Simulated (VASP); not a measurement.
# Ti (P6/mmm) in VASP: single point with PBEsol

Aim: the single point of Ti with PBEsol.

All numbers are computed with VASP 6.6.1; they aren't measurements. Logs are shortened: lines on timing, memory, paths and dates and some standing lists are left out, and cuts for length are marked.

## (1) The cell of the first run

Symmetry: P6/mmm, No. 191, hexagonal system. The conventional cell has a = 4.600 Å, b = 4.600 Å, c = 2.820 Å, α = 90.00°, β = 90.00°, γ = 120.00°. Ti (site symmetry 6/mmm) has 14 Ti at 2.82 to 3.01 Å within 3.7 Å. Ti (site symmetry -6m2) has 11 Ti at 2.66 to 3.01 Å within 3.5 Å.

## (2) Single point, PBEsol

File INCAR:

```
SYSTEM = Ti
PREC = Accurate
ENCUT = 520
EDIFF = 1E-6
ISMEAR = -1
SIGMA = 0.1
LREAL = .FALSE.
LASPH = .TRUE.
NELM = 100
ALGO = Normal
ISIF = 2
LWAVE = .FALSE.
LCHARG = .TRUE.
GGA = PS
LELF = .TRUE.
LVHAR = .TRUE.
NBANDS = 25
```

File KPOINTS:

```
Automatic mesh
0
G
  8 8 12
  0 0 0
```

File POSCAR:

```
Ti
1.0
    4.6000000000      0.0000000000      0.0000000000
   -2.3000000000      3.9837200000      0.0000000000
    0.0000000000      0.0000000000      2.8200000000
Ti
3
Direct
    0.0000000000      0.0000000000      0.0000000000
    0.3333333333      0.6666666667      0.5000000000
    0.6666666667      0.3333333333      0.5000000000
```

Potentials or basis: VASP PAW PBE potentials, release 64 (Ti_sv).

Command:

```
$ cat potpaw_PBE.64/Ti_sv/POTCAR > POTCAR
$ mpirun -np 1 vasp_std > vasp.out
```

OUTCAR:

```text
SYSTEM = Ti
   PREC = Accurate
   ENCUT = 520
   EDIFF = 1E-6
   ISMEAR = -1
   LREAL = .FALSE.
   LASPH = .TRUE.
   NELM = 100
   ISIF = 2
   GGA = PS

 ion  position               nearest neighbor table
   1  0.000  0.000  0.000-
   2  0.333  0.667  0.500-   3 2.66   3 2.66   3 2.66
   3  0.667  0.333  0.500-   2 2.66   2 2.66   2 2.66

  LATTYP: Found a hexagonal cell.
 ALAT       =     4.6000000000
 C/A-ratio  =     0.6130434783

  Lattice vectors:

 A1 = (   4.6000000000,   0.0000000000,   0.0000000000)
 A2 = (  -2.3000000000,   3.9837200000,   0.0000000000)
 A3 = (   0.0000000000,   0.0000000000,   2.8200000000)

Analysis of symmetry for initial positions (statically):
=====================================================================
 Subroutine PRICEL returns:
 Original cell was already a primitive cell.

 Routine SETGRP: Setting up the symmetry group for a
 hexagonal supercell.

 Subroutine GETGRP returns: Found 24 space group operations
 (whereof 24 operations were pure point group operations)
 out of a pool of 24 trial point group operations.

The static configuration has the point symmetry D_6h.

Analysis of symmetry for dynamics (positions and initial velocities):
=====================================================================
 Subroutine PRICEL returns:
 Original cell was already a primitive cell.

 Routine SETGRP: Setting up the symmetry group for a
 hexagonal supercell.

 Subroutine GETGRP returns: Found 24 space group operations
 (whereof 24 operations were pure point group operations)
 out of a pool of 24 trial point group operations.

The dynamic configuration has the point symmetry D_6h.

 Subroutine INISYM returns: Found 24 space group operations
 (whereof 24 operations are pure point group operations),
 and found     1 'primitive' translations

----------------------------------------------------------------------------------------

                                     Primitive cell

  volume of cell :      51.6768

  direct lattice vectors                    reciprocal lattice vectors
     4.600000000  0.000000000  0.000000000     0.217391304  0.125510829  0.000000000
    -2.300000000  3.983720000  0.000000000     0.000000000  0.251021658  0.000000000
     0.000000000  0.000000000  2.820000000     0.000000000  0.000000000  0.354609929
[... 75 lines left out ...]
   NGXF,Y,Z  is equivalent  to a cutoff of  26.02, 26.02, 28.30 a.u.
 SYSTEM =  Ti
   PREC   = accura    normal or accurate (medium, high low for compatibility)
   ISTART =      0    job   : 0-new  1-cont  2-samecut
   ICHARG =      2    charge: 1-file 2-atom 10-const
   ISPIN  =      1    spin polarized calculation?
   LNONCOLLINEAR =      F non collinear calculations
   LSORBIT =      F    spin-orbit coupling
   LASPH  =      T    aspherical Exc in radial PAW
   ENCUT  =  520.0 eV  38.22 Ry    6.18 a.u.   8.55  8.55  5.24*2*pi/ulx,y,z
   NELM   =    100;   NELMIN=  2; NELMDL= -5     # of ELM steps
   EDIFF  = 0.1E-05   stopping-criterion for ELM
   LREAL  =      F    real-space projection
   EDIFFG = 0.1E-04   stopping-criterion for IOM
   NSW    =      0    number of steps for IOM
   IBRION =     -1    ionic relax: 0-MD 1-quasi-New 2-CG
   NFREE  =      0    steps in history (QN), initial steepest desc. (CG)
   ISIF   =      2    stress and relaxation
   ISYM   =      2    0-nonsym 1-usesym 2-fastsym
   POTIM  = 0.5000    time-step for ionic-motion
   TEBEG  =    0.0;   TEEND  =   0.0 temperature during run
   PSTRESS=    0.0 pullay stress
   NELECT =      36.0000    total number of electrons
   NUPDOWN=      -1.0000    fix difference up-down
   EMIN   =  10.00;   EMAX   =-10.00  energy-range for DOS
   EFERMI =   0.00;   METHOD = LEGACY
   ISMEAR =    -1;   SIGMA  =   0.10  broadening in eV -4-tet -1-fermi 0-gaus
   EFERMI_NEDOS =   21; number of points for ismear=-14 and -15
   IALGO  =     38    algorithm
   IMIX   =      4    mixing-type and parameters
     AMIX     =   0.40;   BMIX     =  1.00
     AMIX_MAG =   1.60;   BMIX_MAG =  1.00
  volume/ion in A,a.u.               =      17.23       116.24
  Fermi-wavevector in a.u.,A,eV,Ry     =   1.451255  2.742474 28.655792  2.106141
  Thomas-Fermi vector in A             =   2.568773
   LORBIT       =      0    0 simple, 1 ext, 2 COOP (PROOUT), +10 PAW based schemes
   GGA     = PS    functional components
   LHFCALC =     F    Hartree Fock is set to
   AEXX    =    0.0000 exact exchange contribution
   IVDW    =     0    specifies the selected vdW correction
   LEPSILON=     F    determine dielectric tensor
   LRPA    =     F    only Hartree local field effects (RPA)
 non-spin polarized calculation
  energy-cutoff  :      520.00
  volume of cell :       51.68
 maximum number of plane-waves:      1416
 NGX is ok and might be reduce to    36
   NGX = 17   NGY = 17   NGZ = 11

 number of electron      35.9999981 magnetization

 Free energy of the ion-electron system (eV)
  ---------------------------------------------------
  ext. energy  EPLUGINS =         0.00000000
  ---------------------------------------------------
  free energy    TOTEN  =       -25.06741226 eV

  energy without entropy =      -24.95993762  energy(sigma->0) =      -25.01367494

 E-fermi :   8.1516     XC(G=0): -11.6739

 val. band max:        8.1468522045   @ k =   0.2500   0.0000   0.0833
 cond. band min:       8.1582990711   @ k =   0.3750   0.0000   0.0000
 fundamental gap:      0.0114468666
 Fermi energy:         8.1516320558

 k-point     1 :       0.0000    0.0000    0.0000
  band No.  band energies     occupation
      1     -48.4581      2.00000
      2     -48.2216      2.00000
      3     -48.0653      2.00000
      4     -24.8705      2.00000
      5     -24.8705      2.00000
      6     -24.7786      2.00000
[... 661 lines left out ...]
     24      10.2957      0.00000
     25      10.6633      0.00000

 [... further k-points ...]
[... 5 lines left out ...]
  --------------------------------------------------------------------------------------
  -------------------------------------------------------------------------------------
  Total       -1.8029885     -1.8029913     -1.2620385      0.0000000      0.0000000     -0.0000000
  in kB      -55.8994824    -55.8995706    -39.1279820      0.0000000      0.0000000     -0.0000000
  external PRESSURE =     -50.3090117 kB  Pullay stress =       0.0000000 kB

 VOLUME and BASIS-vectors are now :
 -----------------------------------------------------------------------------
  energy-cutoff  :      520.00
  volume of cell :       51.68
      direct lattice vectors                 reciprocal lattice vectors
     4.600000000  0.000000000  0.000000000     0.217391304  0.125510829  0.000000000
    -2.300000000  3.983720000  0.000000000     0.000000000  0.251021658  0.000000000
     0.000000000  0.000000000  2.820000000     0.000000000  0.000000000  0.354609929

 POSITION                                       TOTAL-FORCE (eV/Angst)
 -----------------------------------------------------------------------------------
      0.00000      0.00000      0.00000        -0.000000     -0.000000     -0.000000
     -0.00000      2.65581      1.41000         0.000000      0.000000      0.000000
      2.30000      1.32791      1.41000        -0.000000     -0.000000     -0.000000
 -----------------------------------------------------------------------------------
    total drift:                                0.000000      0.000000     -0.000000

  FREE ENERGIE OF THE ION-ELECTRON SYSTEM (eV)
  ---------------------------------------------------
  free  energy   TOTEN  =       -25.0674122600 eV

  energy  without entropy=      -24.9599376220  energy(sigma->0) =      -25.01367494
```

Wall time 90 s (1 thread of Intel Xeon 6975P-C, shared host); peak memory 0.22 GiB.

Results:

```yaml
Free_energy: -25.0674 eV
Pressure: -5.0 GPa
Band_gap_on_the_k_mesh: zero (band 18 reaches 8.36 eV, above the bottom of band 19 at 8.06 eV)
```

Levels at points of the mesh, in eV from the Fermi level:
| k point | band 16 | band 17 | band 18 | band 19 | band 20 | band 21 |
| --- | --- | --- | --- | --- | --- | --- |
| (0.00, 0.00, 0.00) | -0.68 | -0.59 | -0.59 | -0.06 | 0.65 | 1.31 |
| (0.50, 0.00, 0.00) | -0.38 | -0.38 | -0.34 | 0.08 | 0.52 | 1.09 |
| (0.00, 0.00, 0.50) | -1.65 | -1.56 | -1.56 | 1.04 | 1.04 | 1.27 |
| (0.50, 0.00, 0.50) | -1.11 | -0.64 | -0.56 | 0.39 | 0.86 | 0.96 |

Caveat: the PAW data sets were made with another functional, which shifts forces and pressure a little.
